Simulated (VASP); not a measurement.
Input of a VASP 6.6.1 run:

Contents of INCAR:

```
SYSTEM = Hg
  PREC = Accurate
  ENCUT = 520
  EDIFF = 1E-6
  ISMEAR = 0
  SIGMA = 0.05
  LREAL = .FALSE.
  LASPH = .TRUE.
  NELM = 100
  ALGO = Normal
  ISIF = 2
  LWAVE = .FALSE.
  LCHARG = .FALSE.
  GGA = PE
  NBANDS = 12
```

KPOINTS

```
regular mesh
0
G
  10 10 10
  0 0 0
```

POSCAR

```
Hg
1.0
   -1.8767364354      1.8767364354      1.9168448550
    1.8767364354     -1.8767364354      1.9168448550
    1.8767364354      1.8767364354     -1.9168448550
Hg
1
Direct
    0.5000000000      0.5000000000      0.0000000000
```

Potentials or basis: VASP PAW PBE potentials, release 64 (Hg).

Launch:

```sh
$ cat potpaw_PBE.64/Hg/POTCAR > POTCAR
$ mpirun -np 1 vasp_std > vasp.out
```

**Question.** Predict the band gap on the k mesh.

**Answer.** Zero (band 6 reaches 4.02 eV, above the bottom of band 7 at 0.90 eV).

**Question.** Predict the pressure.

**Answer.** 1.7 GPa.

Stress tensor (GPa, compression positive):
```
1.62 0.00 0.00
0.00 1.62 0.00
0.00 0.00 1.73
```

Caveat: spin-orbit coupling is left out, which moves the levels of the heavy elements.
